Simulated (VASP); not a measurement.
Si3GeO8, 12 atoms in the cell. The structure is tetragonal, space group P-4m2 (No. 115). Conventional cell: a = 5.361 Å, b = 5.361 Å, c = 7.618 Å, α = 90.00°, β = 90.00°, γ = 90.00°. Si (site symmetry -4m2) has 4 O at 1.62 Å within 2.2 Å. Si (site symmetry 2mm) has 4 O at 1.61 to 1.62 Å within 2.1 Å. Within 2.3 Å of Ge (site symmetry -4m2) lie 4 O at 1.72 Å. Within 2.2 Å of O (site symmetry m) lie 2 Si at 1.62 Å. Within 2.1 Å of O (site symmetry m) lie 1 Si at 1.61 Å and 1 Ge at 1.72 Å. 

```yaml
Program: VASP 6.6.1
Task: single point
Functional: PBE
Potentials_or_basis: VASP PAW PBE potentials, release 64 (Si, Ge_d, O)
Cutoff: 520 eV
k_mesh: 4 × 4 × 4
Occupations: gaussian, width 0.02 eV
Spin: no spin polarisation
Dipole_correction: no
Further_INCAR_settings: ALGO = Normal; EDIFF = 1e-06; NBANDS = 49
```

Potentials or basis: VASP PAW PBE potentials, release 64 (Si, Ge_d, O).

The run is started by

```bash
$ cat potpaw_PBE.64/Si/POTCAR potpaw_PBE.64/Ge_d/POTCAR potpaw_PBE.64/O/POTCAR > POTCAR
$ mpirun -np 1 vasp_std > vasp.out
```

Hardware: 1 thread of Intel(R) Xeon(R) 6975P-C (Granite Rapids) (shared host).

Q: Estimate the wall time of this run.

A: It took 5.1 min on 1 thread of Intel(R) Xeon(R) 6975P-C (Granite Rapids), on a shared host, peak memory 0.38 GiB. Counts: scf iterations 15, k points 18.
